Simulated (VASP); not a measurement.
# HgTe (Cmcm) in VASP: further runs

Aim: see how the results for HgTe move with the level of theory and the settings. Levels: LDA, r2SCAN. Tasks: single point.

Program: VASP 6.6.1. These are calculated values, not measurements. Logs are shortened: lines on timing, memory, paths and dates and some standing lists are left out, and cuts for length are marked.

## (1) The cell of the first run

It takes space group Cmcm (No. 63, orthorhombic). The conventional cell has a = 5.904 Å, b = 6.840 Å, c = 5.720 Å, α = 90.00°, β = 90.00°, γ = 90.00°. Hg (site symmetry m2m) has 6 Te at 2.98 to 3.82 Å and 2 Hg at 3.58 Å within 3.9 Å. Te (site symmetry m2m) has 6 Hg at 2.98 to 3.82 Å within 3.9 Å.

## (2) Single point, LDA (volume scaled by 0.96)

File INCAR:

```
PREC = Accurate
ENCUT = 520
EDIFF = 1E-7
ISMEAR = -1
SIGMA = 0.05
LREAL = F
LASPH = T
NELM = 80
ALGO = Normal
ISIF = 2
LWAVE = F
LCHARG = T
LELF = T
LVHAR = T
NBANDS = 26
```

File KPOINTS:

```
regular mesh
0
Gamma
  6 6 5
```

File POSCAR:

```
HgTe
1.0
    2.9520736097     -3.4200728643      0.0000000000
    2.9520736097      3.4200728643      0.0000000000
    0.0000000000      0.0000000000      5.7197939209
Hg Te
2 2
Direct
    0.6569500000      0.3430500000      0.2500000000
    0.3430500000      0.6569500000      0.7500000000
    0.2151910000      0.7848090000      0.2500000000
    0.7848090000      0.2151910000      0.7500000000
```

Potentials or basis: VASP PAW LDA potentials, release 64 (Hg, Te).

Launch:

```sh
cat potpaw_LDA.64/Hg/POTCAR potpaw_LDA.64/Te/POTCAR > POTCAR
mpirun -np 1 vasp_std > vasp.out
```

OUTCAR:

```text
PREC = Accurate
   ENCUT = 520
   EDIFF = 1E-7
   ISMEAR = -1
   LREAL = F
   LASPH = T
   NELM = 80
   ISIF = 2

 ion  position               nearest neighbor table
   1  0.657  0.343  0.250-   3 2.98   3 2.98   4 2.99   4 2.99   3 3.02   2 3.58   2 3.58
   2  0.343  0.657  0.750-   4 2.98   4 2.98   3 2.99   3 2.99   4 3.02   1 3.58   1 3.58
   3  0.215  0.785  0.250-   1 2.98   1 2.98   2 2.99   2 2.99   1 3.02
   4  0.785  0.215  0.750-   2 2.98   2 2.98   1 2.99   1 2.99   2 3.02

  LATTYP: Found a base centered orthorhombic cell.
 ALAT       =     5.9041472194
 B/A-ratio  =     1.1585323798
 C/A-ratio  =     0.9687756264

  Lattice vectors:

 A1 = (   2.9520736097,  -3.4200728643,   0.0000000000)
 A2 = (   2.9520736097,   3.4200728643,   0.0000000000)
 A3 = (   0.0000000000,   0.0000000000,   5.7197939209)

Analysis of symmetry for initial positions (statically):
=====================================================================
 Subroutine PRICEL returns:
 Original cell was already a primitive cell.

 Routine SETGRP: Setting up the symmetry group for a
 base centered orthorhombic supercell.

 Subroutine GETGRP returns: Found  8 space group operations
 (whereof  4 operations were pure point group operations)
 out of a pool of  8 trial point group operations.

The static configuration has the point symmetry C_2h.
 The point group associated with its full space group is D_2h.

Analysis of symmetry for dynamics (positions and initial velocities):
=====================================================================
 Subroutine PRICEL returns:
 Original cell was already a primitive cell.

 Routine SETGRP: Setting up the symmetry group for a
 base centered orthorhombic supercell.

 Subroutine GETGRP returns: Found  8 space group operations
 (whereof  4 operations were pure point group operations)
 out of a pool of  8 trial point group operations.

The dynamic configuration has the point symmetry C_2h.
 The point group associated with its full space group is D_2h.

 Subroutine INISYM returns: Found  8 space group operations
 (whereof  4 operations are pure point group operations),
 and found     1 'primitive' translations

----------------------------------------------------------------------------------------

                                     Primitive cell

  volume of cell :     115.4976

  direct lattice vectors                    reciprocal lattice vectors
     2.952073610 -3.420072864  0.000000000     0.169372470 -0.146195716  0.000000000
     2.952073610  3.420072864  0.000000000     0.169372470  0.146195716  0.000000000
     0.000000000  0.000000000  5.719793921     0.000000000  0.000000000  0.174831474

  length of vectors
     4.517923970  4.517923970  5.719793921     0.223741415  0.223741415  0.174831474

  position of ions in fractional coordinates (direct lattice)
     0.656950000  0.343050000  0.250000000
     0.343050000  0.656950000  0.750000000
     0.215191000  0.784809000  0.250000000
     0.784809000  0.215191000  0.750000000

  ion indices of the primitive-cell ions
   primitive index   ion index
                 1           1
                 2           2
                 3           3
                 4           4

----------------------------------------------------------------------------------------

 KPOINTS: regular mesh

Automatic generation of k-mesh.
 Grid dimensions read from file:
 generate k-points for:    6    6    5

 Generating k-lattice:

  Cartesian coordinates                     Fractional coordinates (reciprocal lattice)
     0.028228745 -0.024365953  0.000000000     0.166666667  0.000000000  0.000000000
     0.028228745  0.024365953  0.000000000     0.000000000  0.166666667  0.000000000
     0.000000000  0.000000000  0.034966295     0.000000000  0.000000000  0.200000000

  Length of vectors
     0.037290236  0.037290236  0.034966295

  Shift w.r.t. Gamma in fractional coordinates (k-lattice)
     0.000000000  0.000000000  0.000000000

 Subroutine IBZKPT returns following result:
 ===========================================

 Found     39 irreducible k-points:

 Following reciprocal coordinates:
            Coordinates               Weight
  0.000000  0.000000  0.000000      1.000000
  0.166667 -0.000000  0.000000      4.000000
  0.333333  0.000000  0.000000      4.000000
  0.500000  0.000000  0.000000      2.000000
  0.166667  0.166667  0.000000      2.000000
  0.333333  0.166667  0.000000      4.000000
[... 16 lines left out ...]
  0.333333  0.333333  0.200000      4.000000
  0.500000  0.333333  0.200000      8.000000
 [... further k-points ...]
   k-points           NKPTS =     39   k-points in BZ     NKDIM =     39   number of bands    NBANDS=     26
   number of dos      NEDOS =    301   number of ions     NIONS =      4
   total plane-waves  NPLWV =  62208
   dimension x,y,z NGX =    36 NGY =   36 NGZ =   48
   dimension x,y,z NGXF=    72 NGYF=   72 NGZF=   96
   ions per type =               2   2
   NGX,Y,Z   is equivalent  to a cutoff of  13.25, 13.25, 13.95 a.u.
   NGXF,Y,Z  is equivalent  to a cutoff of  26.49, 26.49, 27.90 a.u.
 SYSTEM =  unknown system
   PREC   = accura    normal or accurate (medium, high low for compatibility)
   ISTART =      0    job   : 0-new  1-cont  2-samecut
   ICHARG =      2    charge: 1-file 2-atom 10-const
   ISPIN  =      1    spin polarized calculation?
   LNONCOLLINEAR =      F non collinear calculations
   LSORBIT =      F    spin-orbit coupling
   LASPH  =      T    aspherical Exc in radial PAW
   ENCUT  =  520.0 eV  38.22 Ry    6.18 a.u.   8.40  8.40 10.64*2*pi/ulx,y,z
   NELM   =     80;   NELMIN=  2; NELMDL= -5     # of ELM steps
   EDIFF  = 0.1E-06   stopping-criterion for ELM
   LREAL  =      F    real-space projection
   EDIFFG = 0.1E-05   stopping-criterion for IOM
   NSW    =      0    number of steps for IOM
   IBRION =     -1    ionic relax: 0-MD 1-quasi-New 2-CG
   NFREE  =      0    steps in history (QN), initial steepest desc. (CG)
   ISIF   =      2    stress and relaxation
   ISYM   =      2    0-nonsym 1-usesym 2-fastsym
   POTIM  = 0.5000    time-step for ionic-motion
   TEBEG  =    0.0;   TEEND  =   0.0 temperature during run
   PSTRESS=    0.0 pullay stress
   NELECT =      36.0000    total number of electrons
   NUPDOWN=      -1.0000    fix difference up-down
[... 3 lines left out ...]
   EFERMI_NEDOS =   21; number of points for ismear=-14 and -15
   IALGO  =     38    algorithm
   IMIX   =      4    mixing-type and parameters
     AMIX     =   0.40;   BMIX     =  1.00
     AMIX_MAG =   1.60;   BMIX_MAG =  1.00
  volume/ion in A,a.u.               =      28.87       194.85
  Fermi-wavevector in a.u.,A,eV,Ry     =   1.109987  2.097572 16.763356  1.232072
  Thomas-Fermi vector in A             =   2.246534
   LORBIT       =      0    0 simple, 1 ext, 2 COOP (PROOUT), +10 PAW based schemes
   GGA     = CA    functional components
   LHFCALC =     F    Hartree Fock is set to
   AEXX    =    0.0000 exact exchange contribution
   IVDW    =     0    specifies the selected vdW correction
   LEPSILON=     F    determine dielectric tensor
   LRPA    =     F    only Hartree local field effects (RPA)
 non-spin polarized calculation
  energy-cutoff  :      520.00
  volume of cell :      115.50
 maximum number of plane-waves:      3137
 NGX is ok and might be reduce to    36
   NGX = 17   NGY = 17   NGZ = 21

 number of electron      36.0000003 magnetization

 Free energy of the ion-electron system (eV)
  ---------------------------------------------------
  ext. energy  EPLUGINS =         0.00000000
  ---------------------------------------------------
  free energy    TOTEN  =        -9.61714443 eV

  energy without entropy =       -9.60462067  energy(sigma->0) =       -9.61088255

 E-fermi :   4.0408     XC(G=0): -10.0462

 val. band max:        4.0401564015   @ k =   0.5000   0.3333   0.2000
 cond. band min:       4.1311544305   @ k =  -0.3333   0.3333   0.2000
 fundamental gap:      0.0909980290
 Fermi energy:         4.0407807944

 k-point     1 :       0.0000    0.0000    0.0000
  band No.  band energies     occupation
      1      -8.0032      2.00000
      2      -6.8069      2.00000
      3      -2.8665      2.00000
      4      -2.7612      2.00000
      5      -2.7240      2.00000
      6      -2.6746      2.00000
[... 18 lines left out ...]
     25      11.0620      0.00000
     26      11.3951      0.00000

 k-point     2 :       0.1667   -0.0000    0.0000
  band No.  band energies     occupation
      1      -7.8654      2.00000
      2      -6.7858      2.00000
      3      -2.9270      2.00000
      4      -2.8099      2.00000
      5      -2.7734      2.00000
      6      -2.6433      2.00000
[... 18 lines left out ...]
     25      11.0413      0.00000
     26      11.4929      0.00000

 k-point     3 :       0.3333    0.0000    0.0000
  band No.  band energies     occupation
      1      -7.5004      2.00000
      2      -6.8143      2.00000
      3      -3.0331      2.00000
      4      -2.9023      2.00000
      5      -2.8023      2.00000
      6      -2.7253      2.00000
[... 18 lines left out ...]
     25      10.8402      0.00000
     26      10.9649      0.00000

 k-point     4 :       0.5000    0.0000    0.0000
  band No.  band energies     occupation
      1      -7.1064      2.00000
      2      -7.0317      2.00000
      3      -3.0767      2.00000
      4      -2.9522      2.00000
      5      -2.8416      2.00000
      6      -2.8246      2.00000
[... 18 lines left out ...]
     25       9.6747      0.00000
     26      10.6129      0.00000

 k-point     5 :       0.1667    0.1667    0.0000
  band No.  band energies     occupation
      1      -7.6734      2.00000
      2      -6.7621      2.00000
      3      -3.0097      2.00000
      4      -2.9221      2.00000
      5      -2.8180      2.00000
      6      -2.6285      2.00000
[... 18 lines left out ...]
     25      11.3967      0.00000
     26      11.3998      0.00000

 k-point     6 :       0.3333    0.1667    0.0000
  band No.  band energies     occupation
      1      -7.3183      2.00000
      2      -6.8502      2.00000
      3      -3.0575      2.00000
      4      -2.9543      2.00000
      5      -2.8500      2.00000
      6      -2.6859      2.00000
[... 427 lines left out ...]
 k-point    21 :      -0.3333    0.1667    0.2000
  band No.  band energies     occupation
      1      -7.4290      2.00000
      2      -6.8325      2.00000
      3      -2.9774      2.00000
      4      -2.9139      2.00000
      5      -2.7513      2.00000
      6      -2.6805      2.00000
[... 18 lines left out ...]
     25      10.6613      0.00000
     26      11.7657      0.00000

 k-point    22 :      -0.1667    0.1667    0.2000
  band No.  band energies     occupation
      1      -7.6908      2.00000
      2      -6.8494      2.00000
      3      -2.9637      2.00000
      4      -2.8420      2.00000
      5      -2.7286      2.00000
      6      -2.6762      2.00000
[... 18 lines left out ...]
     25      10.9764      0.00000
     26      11.6557      0.00000

 k-point    23 :       0.3333    0.3333    0.2000
  band No.  band energies     occupation
      1      -7.0174      2.00000
      2      -6.9270      2.00000
      3      -2.9053      2.00000
      4      -2.8828      2.00000
      5      -2.8437      2.00000
      6      -2.8193      2.00000
[... 18 lines left out ...]
     25      11.0700      0.00000
     26      11.4839      0.00000

 k-point    24 :       0.5000    0.3333    0.2000
  band No.  band energies     occupation
      1      -7.1148      2.00000
      2      -6.8908      2.00000
      3      -2.8826      2.00000
      4      -2.8172      2.00000
      5      -2.7784      2.00000
      6      -2.7166      2.00000
[... 18 lines left out ...]
     25      12.1016      0.00000
     26      12.3252      0.00000

 [... further k-points ...]

------------------------ aborting loop because EDIFF is reached ----------------------------------------

  FORCE on cell =-STRESS in cart. coord.  units (eV):
  Direction    XX          YY          ZZ          XY          YZ          ZX
  --------------------------------------------------------------------------------------
  -------------------------------------------------------------------------------------
  Total       -2.3579203     -2.0783858     -2.3718487      0.0000000      0.0000000      0.0000000
  in kB      -32.7089632    -28.8312742    -32.9021784      0.0000000      0.0000000      0.0000000
  external PRESSURE =     -31.4808053 kB  Pullay stress =       0.0000000 kB

 VOLUME and BASIS-vectors are now :
 -----------------------------------------------------------------------------
  energy-cutoff  :      520.00
  volume of cell :      115.50
      direct lattice vectors                 reciprocal lattice vectors
     2.952073610 -3.420072864  0.000000000     0.169372470 -0.146195716  0.000000000
     2.952073610  3.420072864  0.000000000     0.169372470  0.146195716  0.000000000
     0.000000000  0.000000000  5.719793921     0.000000000  0.000000000  0.174831474

 POSITION                                       TOTAL-FORCE (eV/Angst)
 -----------------------------------------------------------------------------------
      2.95207     -1.07356      1.42995         0.000000     -0.021994      0.000000
      2.95207      1.07356      4.28985         0.000000      0.021994      0.000000
      2.95207      1.94814      1.42995         0.000000     -0.150564      0.000000
      2.95207     -1.94814      4.28985         0.000000      0.150564      0.000000
 -----------------------------------------------------------------------------------
    total drift:                                0.000000     -0.000000     -0.000000

  FREE ENERGIE OF THE ION-ELECTRON SYSTEM (eV)
  ---------------------------------------------------
  free  energy   TOTEN  =        -9.6171444258 eV

  energy  without entropy=       -9.6046206700  energy(sigma->0) =       -9.61088255
```

It took 2.1 min on 1 thread of Intel Xeon 6975P-C, shared host; peak memory 0.26 GiB.

Results:

```yaml
Free_energy: -9.6171 eV
Pressure: -3.1 GPa
Largest_force: 0.151 eV/Å
Band_gap_on_the_k_mesh: zero (band 18 reaches 4.50 eV, above the bottom of band 19 at 2.29 eV)
```

Forces in eV/Å, atoms in the order of the input:
```
Hg   0.000 -0.022  0.000
Hg   0.000  0.022  0.000
Te   0.000 -0.151  0.000
Te   0.000  0.151  0.000
```

Stress tensor (GPa, compression positive):
```
-3.27  0.00  0.00
 0.00 -2.88  0.00
 0.00  0.00 -3.29
```

Levels at points of the mesh, in eV from the Fermi level:
```csv
k point,band 15,band 16,band 17,band 18,band 19,band 20,band 21,band 22
"(0.00, 0.00, 0.00)",-2.58,-2.56,-0.99,-0.36,-0.32,-0.01,4.12,5.20
"(0.50, 0.00, 0.00)",-2.47,-1.91,-0.76,-0.48,1.52,2.57,3.02,4.60
"(0.50, 0.50, 0.00)",-2.08,-1.90,-1.83,-1.80,-1.75,-1.41,3.25,5.32
```

Caveat: the cell differs from its parent crystal (volume scaled by 0.96); spin-orbit coupling is left out, which moves the levels of the heavy elements.

## (3) Single point, LDA (volume scaled by 0.98)

File INCAR:

```
SYSTEM = HgTe
ALGO = Normal ; EDIFF = 1E-6
ENCUT = 520 ; GGA = CA
ISIF = 2 ; ISMEAR = -1
LASPH = .TRUE. ; LCHARG = .FALSE.
LREAL = .FALSE. ; LWAVE = .FALSE.
NBANDS = 26 ; NELM = 80
PREC = Accurate ; SIGMA = 0.05
```

File KPOINTS:

```
k-points
0
G
  6 6 5
  0 0 0
```

File POSCAR:

```
HgTe
1.0
    2.9724333814     -3.4436603190      0.0000000000
    2.9724333814      3.4436603190      0.0000000000
    0.0000000000      0.0000000000      5.7592420221
Hg Te
2 2
Direct
    0.6569500000      0.3430500000      0.2500000000
    0.3430500000      0.6569500000      0.7500000000
    0.2151910000      0.7848090000      0.2500000000
    0.7848090000      0.2151910000      0.7500000000
```

Potentials or basis: VASP PAW LDA potentials, release 64 (Hg, Te).

Launch:

```sh
cat potpaw_LDA.64/Hg/POTCAR potpaw_LDA.64/Te/POTCAR > POTCAR
mpirun -np 1 vasp_std > vasp.out
```

Run time: 1.8 min. Hardware: 1 thread of Intel Xeon 6975P-C, shared host; peak memory 0.26 GiB.

Results (log left out):

```
Free energy            : -9.5639 eV
Pressure               : -4.0 GPa
Largest force          : 0.208 eV/Å
Band gap on the k mesh : zero (band 18 reaches 4.25 eV, above the bottom of band 19 at 2.12 eV)
```

Forces in eV/Å, atoms in the order of the input:
```
Hg   0.000 -0.009  0.000
Hg   0.000  0.009  0.000
Te   0.000 -0.208  0.000
Te   0.000  0.208  0.000
```

Stress tensor (GPa, compression positive):
```
-4.22  0.00  0.00
 0.00 -3.56  0.00
 0.00  0.00 -4.26
```

Levels at points of the mesh, in eV from the Fermi level:
```tsv
k point	band 14	band 15	band 16	band 17	band 18	band 19	band 20	band 21	band 22	band 23
(0.00, 0.00, 0.00)	-2.64	-2.56	-2.49	-0.95	-0.39	-0.32	-0.01	4.14	5.19	6.26
(0.50, 0.00, 0.00)	-3.78	-2.39	-1.87	-0.75	-0.46	1.50	2.55	2.98	4.55	5.11
(0.50, 0.50, 0.00)	-4.06	-2.03	-1.90	-1.77	-1.74	-1.70	-1.37	3.28	5.33	7.06
```

Caveat: the cell differs from its parent crystal (volume scaled by 0.98); spin-orbit coupling is left out, which moves the levels of the heavy elements.

## (4) Single point, r2SCAN

This run uses another cell than the first one, of 28.27 Å³/atom, 0.979 times its volume.

File POSCAR:

```
HgTe
1.0
    2.9314290629     -3.3961554883      0.0000000000
    2.9314290629      3.3961554883      0.0000000000
    0.0000000000      0.0000000000      5.6797940534
Hg Te
2 2
Direct
    0.6569500000      0.3430500000      0.2500000000
    0.3430500000      0.6569500000      0.7500000000
    0.2151910000      0.7848090000      0.2500000000
    0.7848090000      0.2151910000      0.7500000000
```

File INCAR.step1:

```
SYSTEM = HgTe
PREC = Accurate ; ENCUT = 520
ISMEAR = -1 ; SIGMA = 0.05
LREAL = .FALSE. ; LASPH = .TRUE.
NELM = 80 ; NBANDS = 26
GGA = PE ; ALGO = Normal
EDIFF = 1E-4 ; LWAVE = .TRUE.
LCHARG = .FALSE.
```

File INCAR.step2:

```
SYSTEM = HgTe
PREC = Accurate ; ENCUT = 520
EDIFF = 1E-7 ; ISMEAR = -1
SIGMA = 0.05 ; LREAL = .FALSE.
LASPH = .TRUE. ; NELM = 80
ALGO = Normal ; ISIF = 2
LWAVE = .FALSE. ; LCHARG = .TRUE.
METAGGA = R2SCAN ; LMIXTAU = .TRUE.
LELF = .TRUE. ; LVHAR = .TRUE.
NBANDS = 26 ; ISTART = 1
```

File KPOINTS:

```
regular mesh
0
G
  6 6 5
  0 0 0
```

Potentials or basis: VASP PAW PBE potentials, release 64 (Hg, Te).

Launch:

```sh
cat potpaw_PBE.64/Hg/POTCAR potpaw_PBE.64/Te/POTCAR > POTCAR
cp INCAR.step1 INCAR
mpirun -np 1 vasp_std > vasp.out
cp INCAR.step2 INCAR
mpirun -np 1 vasp_std > vasp.out
```

It took 6.1 min on 1 thread of Intel Xeon Platinum 8259CL at 2.50GHz (Skylake/Cascade Lake), shared host; peak memory 0.3 GiB.

Results (log left out):

* Free energy: -149.6484 eV
* Pressure: 1.8 GPa
* Largest force: 0.061 eV/Å
* Band gap on the k mesh: zero (band 18 reaches 4.77 eV, above the bottom of band 19 at 2.51 eV)

Forces in eV/Å, atoms in the order of the input:
```
Hg   0.000 -0.061  0.000
Hg   0.000  0.061  0.000
Te   0.000  0.005  0.000
Te   0.000 -0.005  0.000
```

Stress tensor (GPa, compression positive):
```
1.97 0.00 0.00
0.00 1.51 0.00
0.00 0.00 1.99
```

Levels at points of the mesh, in eV from the Fermi level:
| k point | band 15 | band 16 | band 17 | band 18 | band 19 | band 20 | band 21 | band 22 |
| --- | --- | --- | --- | --- | --- | --- | --- | --- |
| (0.00, 0.00, 0.00) | -2.70 | -2.65 | -1.17 | -0.45 | -0.14 | -0.09 | 4.40 | 5.57 |
| (0.50, 0.00, 0.00) | -2.70 | -2.12 | -0.94 | -0.60 | 1.69 | 2.80 | 3.32 | 5.11 |
| (0.50, 0.50, 0.00) | -2.30 | -2.02 | -1.98 | -1.95 | -1.84 | -1.42 | 3.50 | 5.65 |

Caveat: the PAW data sets were made with another functional, which shifts forces and pressure a little; spin-orbit coupling is left out, which moves the levels of the heavy elements.

## (5) Overview

| level | potentials or basis | cell | gap on the mesh (eV) | pressure (GPa) | largest force (eV/Å) |
| --- | --- | --- | --- | --- | --- |
| LDA | VASP PAW LDA potentials, release 64 (Hg, Te) | a = 4.518, b = 4.518, c = 5.720 Å, angles 90.0, 90.0, 98.4°, 4 atoms | none | -3.1 | 0.15 |
| LDA | VASP PAW LDA potentials, release 64 (Hg, Te) | a = 4.549, b = 4.549, c = 5.759 Å, angles 90.0, 90.0, 98.4°, 4 atoms | none | -4.0 | 0.21 |
| r2SCAN | VASP PAW PBE potentials, release 64 (Hg, Te) | a = 4.486, b = 4.486, c = 5.680 Å, angles 90.0, 90.0, 98.4°, 4 atoms | none | 1.8 | 0.06 |

Alike in all rows: task single point; no spin polarisation; k mesh 6 × 6 × 5; cutoff (eV) 520; smearing fermi-dirac 0.05 eV.

Caveats: spin-orbit coupling is left out, which moves the levels of the heavy elements; the PAW data sets were made with another functional, which shifts forces and pressure a little (some runs).

Absolute energies hang on the potentials; compare differences alone.
